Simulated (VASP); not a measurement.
Here is a VASP 6.6.1 calculation.

POSCAR

```
AlCu
1.0
    2.9975090000      0.0000000000      0.0000000000
    0.0000000000      2.9975090000      0.0000000000
    0.0000000000      0.0000000000      2.9975090000
Al Cu
1 1
Direct
   -0.1459545242      0.0000000000      0.0000000000
    0.5000000000      0.5000000000      0.5000000000
```

File INCAR.step1:

```
SYSTEM = AlCu
  PREC = Accurate
  ENCUT = 520
  ISMEAR = 0
  SIGMA = 0.15
  LREAL = .False.
  LASPH = .True.
  NELM = 80
  NBANDS = 14
  GGA = PE
  ALGO = Normal
  EDIFF = 1E-4
  LWAVE = .True.
  LCHARG = .False.
```

INCAR.step2

```
SYSTEM = AlCu
  PREC = Accurate
  ENCUT = 520
  EDIFF = 1E-7
  ISMEAR = 0
  SIGMA = 0.15
  LREAL = .False.
  LASPH = .True.
  NELM = 80
  ALGO = Normal
  ISIF = 2
  LWAVE = .False.
  LCHARG = .False.
  METAGGA = R2SCAN
  LMIXTAU = .True.
  NBANDS = 14
  ISTART = 1
```

Contents of KPOINTS:

```
Automatic mesh
0
Gamma
  16 16 16
  0 0 0
```

Potentials or basis: VASP PAW PBE potentials, release 64 (Al, Cu).

Command:

```bash
$ cat potpaw_PBE.64/Al/POTCAR potpaw_PBE.64/Cu/POTCAR > POTCAR
$ cp INCAR.step1 INCAR
$ mpirun -np 1 vasp_std > vasp.out
$ cp INCAR.step2 INCAR
$ mpirun -np 1 vasp_std > vasp.out
```

**Question.** Estimate the band gap on the k mesh.

**Answer.** Zero (bands 7 and 8 overlap by 5.10 eV).

**Question.** Predict the pressure.

**Answer.** 3.5 GPa.

Stress tensor (GPa, compression positive):
```
-1.02  0.00  0.00
 0.00  5.70  0.00
 0.00  0.00  5.70
```

Caveat: the cell differs from its parent crystal (all Al atoms moved +0.438 Å, as atom 1 towards its neighbour atom 1 (Al) at 2.998 Å); the stress differs along the axes, from -1 to 6 GPa; the PAW data sets were made with another functional, which shifts forces and pressure a little.
